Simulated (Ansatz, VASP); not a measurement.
# CsH: VASP beside Ansatz

File INCAR:

```
SYSTEM = CsH
PREC = Accurate
ENCUT = 520
EDIFF = 1E-6
ISMEAR = 0
SIGMA = 0.02
LREAL = .FALSE.
LASPH = .TRUE.
NELM = 80
ALGO = Normal
ISIF = 2
LWAVE = .FALSE.
LCHARG = .FALSE.
NBANDS = 18
```

KPOINTS

```
Automatic mesh
0
G
  6 6 6
  0 0 0
```

File POSCAR:

```
CsH
1.0
    2.9900958664      2.9900958664      0.0000000000
   -2.9900958664      2.9900958664      0.0000000000
    0.0000000000      0.0000000000      5.9801917328
Cs H
2 2
Direct
    0.0000000000      0.0000000000      0.0000000000
    0.5000000000      0.5000000000      0.5000000000
    0.5000000000      0.5000000000      0.0000000000
    0.0000000000      0.0000000000      0.5000000000
```

Input for Ansatz:

```yaml
crystal:
  lattice:
    - [2.9900958664, 2.9900958664, 0.0]
    - [-2.9900958664, 2.9900958664, 0.0]
    - [0.0, 0.0, 5.9801917328]
  atoms:
    - { symbol: Cs, position: [0.0, 0.0, 0.0] }
    - { symbol: Cs, position: [0.5, 0.5, 0.5] }
    - { symbol: H, position: [0.5, 0.5, 0.0] }
    - { symbol: H, position: [0.0, 0.0, 0.5] }
basis:
  ecutwfc: 420
kpoints:
  mp_grid: { grid: [6, 6, 6] }
hamiltonian:
  xc: lda
scf:
  occupations: { method: gaussian, width: 0.02 }
output:
  forces: true
  stress: true
  eigenvalues: true
```

Change from the starting cell: equal strain along all axes, cell held, atoms relaxed: -2.0 %.

Alike in both runs: task single point; functional LDA; k mesh 6 × 6 × 6; occupations gaussian, width 0.02 eV; no spin polarisation.

```csv
,VASP,Ansatz
version,VASP 6.6.1,Ansatz 0.2.0
potentials or method,"VASP PAW LDA potentials, release 64 (Cs_sv, H), cutoff 520 eV","scalar-relativistic, plane waves, PAW"
valence electrons in the cell,20,20
```

Ansatz gave:

```
gap on the k mesh at the Fermi level (eV) : 1.64
least direct gap on the mesh (eV)         : 1.64
pressure (GPa)                            : 0.8
```

**Question.** Estimate VASP's values.

**Answer.** gap on the k mesh at the Fermi level (eV): 1.61; least direct gap on the mesh (eV): 1.61; pressure (GPa): 0.9.

LDA's correlation is that of Perdew and Zunger in VASP and of Perdew and Wang (1992) in Ansatz.

Spin-orbit coupling is off throughout.
